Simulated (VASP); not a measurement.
Input of a VASP 6.6.1 run:

File INCAR:

```
  PREC = Accurate
  ENCUT = 520
  EDIFF = 1E-7
  ISMEAR = 1
  SIGMA = 1.0
  LREAL = False
  LASPH = True
  NELM = 80
  ALGO = Normal
  ISIF = 2
  LWAVE = False
  LCHARG = False
  GGA = PE
  NBANDS = 11
```

The input KPOINTS:

```
Automatic mesh
0
Gamma
  15 15 15
```

POSCAR

```
Ni
1.0
    0.0000000000      1.7572466680      1.7572466680
    1.7572466680      0.0000000000      1.7572466680
    1.7572466680      1.7572466680      0.0000000000
Ni
1
Direct
    0.0000000000      0.0000000000      0.0000000000
```

Potentials or basis: VASP PAW PBE potentials, release 64 (Ni).

Command:

```bash
$ cat potpaw_PBE.64/Ni/POTCAR > POTCAR
$ mpirun -np 1 vasp_std > vasp.out
```

**Question.** Estimate the band gap on the k mesh.

**Answer.** Zero (band 5 reaches 9.35 eV, above the bottom of band 6 at 8.40 eV).

**Question.** Estimate the pressure.

**Answer.** -0.7 GPa.

Caveat: the run has no spin polarisation, though such a crystal can be magnetic. Spin polarisation is off, so any magnetic state and its effect on volume and gap are missing.
